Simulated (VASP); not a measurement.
N, 8 atoms in the cell. The structure is cubic, space group Pa-3 (No. 205). The conventional cell has a = 5.561 Å, b = 5.561 Å, c = 5.561 Å, α = 90.00°, β = 90.00°, γ = 90.00°. Within 1.5 Å of N (site symmetry 3) lie 1 N at 1.11 Å. 

| Item | Value |
| --- | --- |
| Program | VASP 6.6.1 |
| Task | single point |
| Functional | r2SCAN |
| Potentials or basis | VASP PAW PBE potentials, release 64 (N) |
| Cutoff | 520 eV |
| k mesh | 4 × 4 × 4 |
| Occupations | gaussian, width 0.1 eV |
| Spin | no spin polarisation |
| Dipole correction | no |
| Further INCAR settings | ALGO = Normal; EDIFF = 1e-06; NBANDS = 30 |

Potentials or basis: VASP PAW PBE potentials, release 64 (N).

Run with:

```console
$ cat potpaw_PBE.64/N/POTCAR > POTCAR
$ cp INCAR.step1 INCAR
$ mpirun -np 1 vasp_std > vasp.out
$ cp INCAR.step2 INCAR
$ mpirun -np 1 vasp_std > vasp.out
```

Hardware: 1 thread of Intel(R) Xeon(R) 6975P-C (Granite Rapids), on a shared host.

Question: How long does it take, and how much memory?

Answer: It took 90 s on 1 thread of Intel(R) Xeon(R) 6975P-C (Granite Rapids) (shared host), peak memory 0.28 GiB. Counts: k points 11.
